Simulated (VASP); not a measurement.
Ta2Al3:

```
Ta Al
1.0
     4.36251    0.00000    0.00000
    -2.18126    3.77805    0.00000
     0.00000    0.00000    5.48227
Ta Al
2 3
Direct
  0.00000 0.00000 0.43198
  0.00000 0.00000 0.81360
  0.50000 0.00000 0.66387
  0.00000 0.50000 0.66387
  0.50000 0.50000 0.66387
```

| Quantity | Value |
| --- | --- |
| Program | VASP 6.6.1 |
| Task | relaxation of cell and atoms |
| Functional | PBE |
| Potentials or basis | VASP PAW PBE potentials, release 64 (Ta_sv_GW, Al) |
| Cutoff | 500 eV |
| k mesh | 6 × 6 × 4 |
| Occupations | gaussian, width 0.1 eV |
| Spin | no spin polarisation |

At the start: pressure 79.4 GPa; volume 18.07 Å³/atom.

Q: How do energy, volume and symmetry change on relaxing?

A: Over 19 steps the energy falls by 2050.2 meV/atom and the volume is 23.82 Å³/atom (+31.8 %); space group P6mm (No. 183, to 0.05 Å).

The path:
```tsv
step	energy change (eV)	largest force (eV/Å)	pressure (GPa)	volume (Å³)
1	0.0000	18.7559	79.41	90.36
2	1.9458	0.2758	-16.14	264.22
3	-7.6213	1.8500	-8.46	143.53
4	-8.0564	2.2380	-6.39	136.46
5	-8.4159	2.3165	8.58	114.08
6	-8.5388	2.6485	0.05	123.62
7	-8.5595	2.6106	1.56	121.55
8	-9.6219	2.2754	-2.93	127.52
9	-9.9140	0.8122	-4.62	131.04
10	-9.9258	0.4927	-4.79	131.55
11	-9.9977	3.1587	3.30	118.97
12	-10.0872	1.2578	-0.69	123.82
13	-10.1955	0.5931	0.85	119.13
14	-10.2145	0.4349	2.25	116.45
15	-10.2276	0.8686	-0.83	119.94
16	-10.2463	0.3248	0.35	118.43
17	-10.2490	0.2027	-0.11	119.49
18	-10.2511	0.0415	0.09	119.07
19	-10.2511	0.0358	0.07	119.08
```

Final structure:
```cif
data_structure
_symmetry_space_group_name_H-M 'P 1'
_symmetry_Int_Tables_number 1
_cell_length_a 5.3377
_cell_length_b 5.3377
_cell_length_c 4.8262
_cell_angle_alpha 90.000
_cell_angle_beta 90.000
_cell_angle_gamma 120.000
_cell_volume 119.08
loop_
_atom_site_label
_atom_site_type_symbol
_atom_site_fract_x
_atom_site_fract_y
_atom_site_fract_z
_atom_site_occupancy
Ta1 Ta 0.00000 0.00000 0.39575 1
Ta2 Ta 0.00000 0.00000 0.88261 1
Al1 Al 0.50000 0.00000 0.65294 1
Al2 Al 0.00000 0.50000 0.65294 1
Al3 Al 0.50000 0.50000 0.65294 1
```

Caveat: the volume moved by over 15 % at a fixed basis, so the end points are rough.
